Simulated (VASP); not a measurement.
A run of VASP 6.6.1:

Contents of INCAR:

```
SYSTEM = H8C3O2
ALGO = Normal
EDIFF = 1E-6
ENCUT = 520
GGA = PE
ISIF = 2
ISMEAR = -1
IVDW = 12
LASPH = .True.
LCHARG = .False.
LREAL = Auto
LWAVE = .False.
NBANDS = 73
NELM = 80
PREC = Accurate
SIGMA = 0.02
```

File KPOINTS:

```
k-points
0
Gamma
  1 1 1
  0 0 0
```

Contents of POSCAR:

```
H8C3O2
1.0
    7.1348020000      0.0000000000      0.0000000000
    0.0000000000      7.1348020000      0.0000000000
    0.0000000000      0.0000000000      7.1348020000
C O H
9 6 24
Direct
    0.0801984414      0.8584260642      0.9822276778
    0.4710432048      0.5611788526      0.5824408302
    0.4482394886      0.4268794004      0.4087849950
    0.5531477958      0.9569431639      0.0531058886
    0.5748022160      0.9848206019     -0.1467174562
    0.8897233588      0.4201658294      0.7223185731
    1.0656637703      0.4979115048      0.6145230099
    1.0901493833      0.2391236645      0.1669843115
    0.8856307435      0.2565032639      0.2301955962
   -0.0085216100      0.7592642375      1.0780677586
    0.1826679984      0.9324995984      0.8709982421
    0.4499774486      0.2359981398      0.4268794004
    0.7616188929      1.0077784920     -0.1985899539
    1.0205048437      0.6901663144      0.5704433003
    0.8243396243      0.0791612717      0.3108145117
    0.3593512476      0.1812243703      0.5008828556
    0.3159302809      0.4650724715      0.3409064470
    0.5576328537      0.4557239290      0.3050820471
    0.4261505785      0.6927312068      0.4999998598
    0.4102987021      0.5365530816      0.7096482846
    0.6261701446      0.5751666269      0.6067582534
    0.8177942429      0.9160590581     -0.2827828999
    0.5148986615      0.8802346582     -0.2339658480
    0.5115488839      1.1253991351     -0.1769495495
    0.4282529494      0.8633315963      0.0625665576
    0.6659189701      0.8580616533      0.0969473294
    0.5526572426      1.0832536068      0.1269411541
    0.9268652445      0.6778043735      0.4705946991
    1.1986177052      0.5185988343      0.7185903687
    1.1145509013      0.4203200033      0.5013033298
    0.8819726182      0.2810309242      0.7936590252
    0.8354121109      0.5452849287      0.7863287587
    0.8092025539      0.3564639916      0.6074450279
    0.7272241052      0.1176626906      0.4048325377
    0.9006136400      0.3888685348      0.3417614112
    0.8070861672      0.3035122769      0.1142428339
    1.1463387491      0.3909849215      0.1754218267
    1.1620644834      0.1452317808      0.2697201688
    1.1100938751      0.1661433632      0.0351796728
```

Potentials or basis: VASP PAW PBE potentials, release 64 (C, O, H).

Run with:

```sh
$ cat potpaw_PBE.64/C/POTCAR potpaw_PBE.64/O/POTCAR potpaw_PBE.64/H/POTCAR > POTCAR
$ mpirun -np 1 vasp_gam > vasp.out
```

Hardware: 1 thread of AMD EPYC 7R13 (shared host).

Problem. Estimate the wall time of this run.

Solution. Run time: 74 s on 1 thread of AMD EPYC 7R13, with other jobs on the host, peak memory 0.32 GiB. Counts: scf iterations 16, k points 1.
